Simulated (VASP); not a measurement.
# Cd3Te2Se (P6_3mc) in VASP: density of states with PBE

Aim: the density of states of Cd3Te2Se with PBE.

All numbers are computed with VASP 6.6.1; they aren't measurements. Logs are shortened: lines on timing, memory, paths and dates and some standing lists are left out, and cuts for length are marked.

## Step 1: The cell of the first run

It takes space group P6_3mc (No. 186, hexagonal). The conventional cell has a = 4.580 Å, b = 4.580 Å, c = 22.484 Å, α = 90.00°, β = 90.00°, γ = 120.00°. Within 3.5 Å of Cd (site symmetry 3m) lie 1 Se at 2.69 Å and 3 Te at 2.84 Å. Cd (site symmetry 3m) has 4 Te at 2.84 to 2.86 Å within 3.7 Å. Within 3.6 Å of Cd (site symmetry 3m) lie 3 Se at 2.75 Å and 1 Te at 2.87 Å. Te (site symmetry 3m) has 4 Cd at 2.84 to 2.86 Å within 3.7 Å. Within 3.7 Å of Te (site symmetry 3m) lie 4 Cd at 2.84 to 2.87 Å. Within 3.5 Å of Se (site symmetry 3m) lie 4 Cd at 2.69 to 2.75 Å.

## Step 2: Density of states, PBE

POSCAR

```
Cd3Te2Se
1.0
    4.5800621907      0.0000000000      0.0000000000
   -2.2900310953      3.9664502081      0.0000000000
    0.0000000000      0.0000000000     22.4844433000
Cd Te Se
6 4 2
Direct
    0.3333333333      0.6666666667      0.0065410000
    0.3333333333      0.6666666667      0.3335660000
    0.3333333333      0.6666666667      0.6601650000
    0.6666666667      0.3333333333      0.1601650000
    0.6666666667      0.3333333333      0.5065410000
    0.6666666667      0.3333333333      0.8335660000
    0.3333333333      0.6666666667      0.4608050000
    0.3333333333      0.6666666667      0.7879000000
    0.6666666667      0.3333333333      0.2879000000
    0.6666666667      0.3333333333      0.9608050000
    0.3333333333      0.6666666667      0.1260230000
    0.6666666667      0.3333333333      0.6260230000
```

INCAR.step1

```
PREC     = Accurate       # precision mode
ENCUT    = 520            # plane-wave cutoff, eV
EDIFF    = 1E-6           # SCF threshold, eV
ISMEAR   = 0              # smearing method
SIGMA    = 0.01           # smearing width, eV
LREAL    = F              # projectors in reciprocal space
LASPH    = T              # aspherical terms in the spheres
NELM     = 60             # most SCF steps
ALGO     = Normal         # electronic algorithm
ISIF     = 2              # what is computed and relaxed
LWAVE    = F              # write WAVECAR
LCHARG   = T              # write CHGCAR
GGA      = PE             # functional
NBANDS   = 66             # bands
LUSENCCL = F
```

KPOINTS.step1

```
regular mesh
0
Gamma
  12 12 2
```

INCAR.step2

```
PREC     = Accurate       # precision mode
ENCUT    = 520            # plane-wave cutoff, eV
EDIFF    = 1E-6           # SCF threshold, eV
ISMEAR   = -5             # smearing method
SIGMA    = 0.01           # smearing width, eV
LREAL    = F              # projectors in reciprocal space
LASPH    = T              # aspherical terms in the spheres
NELM     = 60             # most SCF steps
ALGO     = Normal         # electronic algorithm
ISIF     = 2              # what is computed and relaxed
LWAVE    = F              # write WAVECAR
LCHARG   = F              # write CHGCAR
GGA      = PE             # functional
LORBIT   = 11             # projections on sites
NEDOS    = 1001           # points of the DOS
ICHARG   = 11             # starting density
LUSENCCL = F
```

KPOINTS.step2

```
regular mesh
0
Gamma
  18 18 3
```

Potentials or basis: VASP PAW PBE potentials, release 64 (Cd, Te, Se).

Started as:

```bash
cat potpaw_PBE.64/Cd/POTCAR potpaw_PBE.64/Te/POTCAR potpaw_PBE.64/Se/POTCAR > POTCAR
cp INCAR.step1 INCAR
cp KPOINTS.step1 KPOINTS
mpirun -np 1 vasp_std > vasp.out
cp INCAR.step2 INCAR
cp KPOINTS.step2 KPOINTS
mpirun -np 1 vasp_std > vasp.out
```

OUTCAR:

```text
PREC = Accurate
   ENCUT = 520
   EDIFF = 1E-6
   ISMEAR = -5
   LREAL = F
   LASPH = T
   NELM = 60
   ISIF = 2
   GGA = PE
   LORBIT = 11
   ICHARG = 11

 ion  position               nearest neighbor table
   1  0.333  0.667  0.007-  11 2.69  10 2.84  10 2.84  10 2.84
   2  0.333  0.667  0.334-   9 2.84   9 2.84   9 2.84   7 2.86
   3  0.333  0.667  0.660-  12 2.75  12 2.75  12 2.75   8 2.87
   4  0.667  0.333  0.160-  11 2.75  11 2.75  11 2.75   9 2.87
   5  0.667  0.333  0.507-  12 2.69   7 2.84   7 2.84   7 2.84
   6  0.667  0.333  0.834-   8 2.84   8 2.84   8 2.84  10 2.86
   7  0.333  0.667  0.461-   5 2.84   5 2.84   5 2.84   2 2.86
   8  0.333  0.667  0.788-   6 2.84   6 2.84   6 2.84   3 2.87
   9  0.667  0.333  0.288-   2 2.84   2 2.84   2 2.84   4 2.87
  10  0.667  0.333  0.961-   1 2.84   1 2.84   1 2.84   6 2.86
  11  0.333  0.667  0.126-   1 2.69   4 2.75   4 2.75   4 2.75
  12  0.667  0.333  0.626-   5 2.69   3 2.75   3 2.75   3 2.75

  LATTYP: Found a hexagonal cell.
 ALAT       =     4.5800621907
 C/A-ratio  =     4.9092004352

  Lattice vectors:

 A1 = (   4.5800621907,   0.0000000000,   0.0000000000)
 A2 = (  -2.2900310953,   3.9664502081,   0.0000000000)
 A3 = (   0.0000000000,   0.0000000000,  22.4844433000)

Analysis of symmetry for initial positions (statically):
=====================================================================
 Subroutine PRICEL returns:
 Original cell was already a primitive cell.

 Routine SETGRP: Setting up the symmetry group for a
 hexagonal supercell.

 Subroutine GETGRP returns: Found 12 space group operations
 (whereof  6 operations were pure point group operations)
 out of a pool of 24 trial point group operations.

The static configuration has the point symmetry C_3v.
 The point group associated with its full space group is C_6v.

Analysis of symmetry for dynamics (positions and initial velocities):
=====================================================================
 Subroutine PRICEL returns:
 Original cell was already a primitive cell.

 Routine SETGRP: Setting up the symmetry group for a
 hexagonal supercell.

 Subroutine GETGRP returns: Found 12 space group operations
 (whereof  6 operations were pure point group operations)
 out of a pool of 24 trial point group operations.

The dynamic configuration has the point symmetry C_3v.
 The point group associated with its full space group is C_6v.

 Subroutine INISYM returns: Found 12 space group operations
 (whereof  6 operations are pure point group operations),
 and found     1 'primitive' translations

----------------------------------------------------------------------------------------

                                     Primitive cell

  volume of cell :     408.4656

  direct lattice vectors                    reciprocal lattice vectors
     4.580062191  0.000000000  0.000000000     0.218337647  0.126057299 -0.000000000
    -2.290031095  3.966450208  0.000000000     0.000000000  0.252114598  0.000000000
     0.000000000  0.000000000 22.484443300     0.000000000 -0.000000000  0.044475195

  length of vectors
     4.580062191  4.580062191 22.484443300     0.252114598  0.252114598  0.044475195

  position of ions in fractional coordinates (direct lattice)
     0.333333333  0.666666667  0.006541000
     0.333333333  0.666666667  0.333566000
     0.333333333  0.666666667  0.660165000
     0.666666667  0.333333333  0.160165000
     0.666666667  0.333333333  0.506541000
     0.666666667  0.333333333  0.833566000
     0.333333333  0.666666667  0.460805000
     0.333333333  0.666666667  0.787900000
     0.666666667  0.333333333  0.287900000
     0.666666667  0.333333333  0.960805000
     0.333333333  0.666666667  0.126023000
     0.666666667  0.333333333  0.626023000

  ion indices of the primitive-cell ions
   primitive index   ion index
                 1           1
                 2           2
                 3           3
                 4           4
                 5           5
                 6           6
                 7           7
                 8           8
                 9           9
                10          10
                11          11
                12          12

----------------------------------------------------------------------------------------

 KPOINTS: regular mesh

Automatic generation of k-mesh.
 Grid dimensions read from file:
 generate k-points for:   18   18    3

 Generating k-lattice:

  Cartesian coordinates                     Fractional coordinates (reciprocal lattice)
     0.012129869  0.007003183 -0.000000000     0.055555556 -0.000000000  0.000000000
     0.000000000  0.014006367  0.000000000     0.000000000  0.055555556  0.000000000
     0.000000000 -0.000000000  0.014825065     0.000000000  0.000000000  0.333333333

  Length of vectors
     0.014006367  0.014006367  0.014825065

  Shift w.r.t. Gamma in fractional coordinates (k-lattice)
     0.000000000  0.000000000  0.000000000

 TETIRR: Found    828 inequivalent tetrahedra from     5832

 Subroutine IBZKPT returns following result:
 ===========================================

 Found     74 irreducible k-points:

 Following reciprocal coordinates:
            Coordinates               Weight
  0.000000  0.000000  0.000000      1.000000
  0.055556  0.000000  0.000000      6.000000
  0.111111  0.000000  0.000000      6.000000
  0.166667  0.000000  0.000000      6.000000
  0.222222  0.000000  0.000000      6.000000
  0.277778  0.000000  0.000000      6.000000
[... 16 lines left out ...]
  0.333333  0.111111  0.000000     12.000000
  0.388889  0.111111  0.000000     12.000000
 [... further k-points ...]
   k-points           NKPTS =     74   k-points in BZ     NKDIM =     74   number of bands    NBANDS=     64
   number of dos      NEDOS =   1001   number of ions     NIONS =     12
   total plane-waves  NPLWV = 217728
   dimension x,y,z NGX =    36 NGY =   36 NGZ =  168
   dimension x,y,z NGXF=    72 NGYF=   72 NGZF=  336
   ions per type =               6   4   2
   NGX,Y,Z   is equivalent  to a cutoff of  13.07, 13.07, 12.42 a.u.
   NGXF,Y,Z  is equivalent  to a cutoff of  26.13, 26.13, 24.84 a.u.
 SYSTEM =  unknown system
   PREC   = accura    normal or accurate (medium, high low for compatibility)
   ISTART =      0    job   : 0-new  1-cont  2-samecut
   ICHARG =     11    charge: 1-file 2-atom 10-const
   ISPIN  =      1    spin polarized calculation?
   LNONCOLLINEAR =      F non collinear calculations
   LSORBIT =      F    spin-orbit coupling
   LASPH  =      T    aspherical Exc in radial PAW
   ENCUT  =  520.0 eV  38.22 Ry    6.18 a.u.   8.52  8.52 41.81*2*pi/ulx,y,z
   NELM   =     60;   NELMIN=  2; NELMDL=  0     # of ELM steps
   EDIFF  = 0.1E-05   stopping-criterion for ELM
   LREAL  =      F    real-space projection
   EDIFFG = 0.1E-04   stopping-criterion for IOM
   NSW    =      0    number of steps for IOM
   IBRION =     -1    ionic relax: 0-MD 1-quasi-New 2-CG
   NFREE  =      0    steps in history (QN), initial steepest desc. (CG)
   ISIF   =      2    stress and relaxation
   ISYM   =      2    0-nonsym 1-usesym 2-fastsym
   POTIM  = 0.5000    time-step for ionic-motion
   TEBEG  =    0.0;   TEEND  =   0.0 temperature during run
   PSTRESS=    0.0 pullay stress
   NELECT =     108.0000    total number of electrons
   NUPDOWN=      -1.0000    fix difference up-down
   EMIN   =  10.00;   EMAX   =-10.00  energy-range for DOS
   EFERMI =   0.00;   METHOD = LEGACY
   ISMEAR =    -5;   SIGMA  =   0.01  broadening in eV -4-tet -1-fermi 0-gaus
   EFERMI_NEDOS =   21; number of points for ismear=-14 and -15
   IALGO  =     38    algorithm
   IMIX   =      4    mixing-type and parameters
     AMIX     =   0.40;   BMIX     =  1.00
     AMIX_MAG =   1.60;   BMIX_MAG =  1.00
  volume/ion in A,a.u.               =      34.04       229.71
  Fermi-wavevector in a.u.,A,eV,Ry     =   1.050746  1.985621 15.021734  1.104066
  Thomas-Fermi vector in A             =   2.185761
   LORBIT       =     11    0 simple, 1 ext, 2 COOP (PROOUT), +10 PAW based schemes
   GGA     = PE    functional components
   LHFCALC =     F    Hartree Fock is set to
   AEXX    =    0.0000 exact exchange contribution
   IVDW    =     0    specifies the selected vdW correction
   LEPSILON=     F    determine dielectric tensor
   LRPA    =     F    only Hartree local field effects (RPA)
 non-spin polarized calculation
 Fermi weights with tetrahedron method with Bloechl corrections
  energy-cutoff  :      520.00
  volume of cell :      408.47
 maximum number of plane-waves:     11105
 NGX is ok and might be reduce to    36

 number of electron     108.0000025 magnetization

 Free energy of the ion-electron system (eV)
  ---------------------------------------------------
  ext. energy  EPLUGINS =         0.00000000
  ---------------------------------------------------
  free energy    TOTEN  =       -30.04453061 eV

  energy without entropy =      -30.04453061  energy(sigma->0) =      -30.04453061

 E-fermi :   1.5914     XC(G=0):  -8.4070

 val. band max:        1.5780619310   @ k =   0.0000   0.0000   0.0000
 cond. band min:       1.8385315052   @ k =   0.0000   0.0000   0.0000
 fundamental gap:      0.2604695742
 Fermi energy:         1.5914188012

 k-point     1 :       0.0000    0.0000    0.0000
  band No.  band energies     occupation
      1     -10.8413      2.00000
      2     -10.8405      2.00000
      3      -9.2634      2.00000
      4      -9.2582      2.00000
      5      -9.0886      2.00000
      6      -9.0860      2.00000
[... 1597 lines left out ...]
     63       5.9061      0.00000
     64       6.0488      0.00000

 [... further k-points ...]
[... 5 lines left out ...]
  --------------------------------------------------------------------------------------
  -------------------------------------------------------------------------------------
  Total        0.3436614      0.3436614      0.3847216      0.0000000     -0.0000000      0.0000000
  in kB        1.3479874      1.3479874      1.5090430      0.0000000     -0.0000000      0.0000000
  external PRESSURE =       1.4016726 kB  Pullay stress =       0.0000000 kB

 VOLUME and BASIS-vectors are now :
 -----------------------------------------------------------------------------
  energy-cutoff  :      520.00
  volume of cell :      408.47
      direct lattice vectors                 reciprocal lattice vectors
     4.580062191  0.000000000  0.000000000     0.218337647  0.126057299 -0.000000000
    -2.290031095  3.966450208  0.000000000     0.000000000  0.252114598  0.000000000
     0.000000000  0.000000000 22.484443300     0.000000000 -0.000000000  0.044475195

 POSITION                                       TOTAL-FORCE (eV/Angst)
 -----------------------------------------------------------------------------------
     -0.00000      2.64430      0.14707         0.000000     -0.000000     -0.011730
     -0.00000      2.64430      7.50005         0.000000     -0.000000      0.000127
     -0.00000      2.64430     14.84344         0.000000      0.000000      0.003827
      2.29003      1.32215      3.60122         0.000000     -0.000000      0.003827
      2.29003      1.32215     11.38929        -0.000000      0.000000     -0.011730
      2.29003      1.32215     18.74227         0.000000      0.000000      0.000127
     -0.00000      2.64430     10.36094        -0.000000      0.000000     -0.001540
     -0.00000      2.64430     17.71549         0.000000     -0.000000      0.000992
      2.29003      1.32215      6.47327        -0.000000      0.000000      0.000992
      2.29003      1.32215     21.60317        -0.000000      0.000000     -0.001540
     -0.00000      2.64430      2.83356        -0.000000      0.000000      0.008324
      2.29003      1.32215     14.07578        -0.000000      0.000000      0.008324
 -----------------------------------------------------------------------------------
    total drift:                               -0.000001     -0.000000      0.000658

  FREE ENERGIE OF THE ION-ELECTRON SYSTEM (eV)
  ---------------------------------------------------
  free  energy   TOTEN  =       -30.0445306054 eV

  energy  without entropy=      -30.0445306054  energy(sigma->0) =      -30.04453061

 total charge

# of ion       s       p       d       tot
------------------------------------------
    1        0.459   0.297   9.537  10.293
    2        0.464   0.295   9.532  10.292
    3        0.435   0.252   9.550  10.236
    4        0.435   0.252   9.550  10.236
    5        0.459   0.297   9.537  10.293
    6        0.464   0.295   9.532  10.292
    7        1.352   2.046   0.019   3.416
    8        1.353   2.044   0.018   3.415
    9        1.353   2.044   0.018   3.415
   10        1.352   2.046   0.019   3.416
   11        1.449   2.340   0.016   3.805
   12        1.449   2.340   0.016   3.805
--------------------------------------------------
tot         11.023  14.545  57.346  82.914
```

It took 9.1 min on 1 × NVIDIA H100 80GB with 1 thread of AMD EPYC 7R13 (Zen 3), shared host; peak memory 2.5 GiB.

What came out:

```yaml
Valence_electrons_inside_the_program's_atomic_spheres: Cd 10.29, 10.24; Te 3.42; Se 3.81
```

Levels at points of the mesh, in eV from the valence-band top:
```
           k point  band 50  band 51  band 52  band 53  band 54  band 55  band 56  band 57  band 58  band 59
(0.00, 0.00, 0.00)    -0.25    -0.08    -0.08     0.00     0.00     0.26     1.17     1.74     1.97     1.99
(0.50, 0.00, 0.00)    -1.29    -1.17    -1.08    -0.91    -0.75     1.98     2.21     2.44     2.60     2.61
```

Caveat: spin-orbit coupling is left out, which moves the levels of the heavy elements.
